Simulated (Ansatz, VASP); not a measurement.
One calculation of Ti, two programs

The input INCAR:

```
SYSTEM = Ti
PREC     = Accurate       ! precision mode
ENCUT    = 520            ! plane-wave cutoff, eV
EDIFF    = 1E-6           ! SCF threshold, eV
ISMEAR   = -1             ! smearing method
SIGMA    = 0.1            ! smearing width, eV
LREAL    = .FALSE.        ! projectors in reciprocal space
LASPH    = .TRUE.         ! aspherical terms in the spheres
NELM     = 100            ! most SCF steps
ALGO     = Normal         ! electronic algorithm
ISIF     = 2              ! what is computed and relaxed
LWAVE    = .FALSE.        ! write WAVECAR
LCHARG   = .TRUE.         ! write CHGCAR
GGA      = PS             ! functional
IVDW     = 13             ! dispersion correction
LELF     = .TRUE.         ! ELF
LVHAR    = .TRUE.       
NBANDS   = 12             ! bands
```

Contents of KPOINTS:

```
Automatic mesh
0
G
  8 8 8
  0 0 0
```

File POSCAR:

```
Ti
1.0
   -1.6173400000      1.6499600000      1.6685200000
    1.6265000000     -1.6282300000      1.6559500000
    1.6336600000      1.6445400000     -1.6467900000
Ti
1
Direct
    0.0000000000      0.0000000000      0.0000000000
```

Input for Ansatz:

```yaml
crystal:
  lattice:
    - [-1.61734, 1.64996, 1.66852]
    - [1.6265, -1.62823, 1.65595]
    - [1.63366, 1.64454, -1.64679]
  atoms:
    - { symbol: Ti, position: [0.0, 0.0, 0.0] }
basis:
  ecutwfc: 540.0
  xc_grid: 2
kpoints:
  mp_grid:
    grid: [8, 8, 8]
hamiltonian:
  xc: pbesol
  dispersion: d4
scf:
  convergence:
    dr2_threshold: 1.0e-09
  occupations:
    method: fermi_dirac
    width: 0.1
output:
  forces: true
  stress: true
```

Alike in both runs: task single point; functional PBEsol; dispersion D4; k mesh 8 × 8 × 8; occupations fermi-dirac, width 0.1 eV; no spin polarisation.

|  | VASP | Ansatz |
| --- | --- | --- |
| version | VASP 6.6.1 | Ansatz 0.2.0 |
| potentials or method | VASP PAW PBE potentials, release 64 (Ti_sv), cutoff 520 eV | plane waves, PAW |
| valence electrons in the cell | 12 | 12 |

```csv
,VASP,Ansatz,Ansatz less VASP
pressure (GPa),-8.5,-8.3,+0.16
"traceless stress, the component that is largest in VASP (GPa)",-0.56,-0.56,+0.002
```

VASP's potentials were made for PBE, not for PBEsol. Ansatz's warnings: stress scf threshold loose.
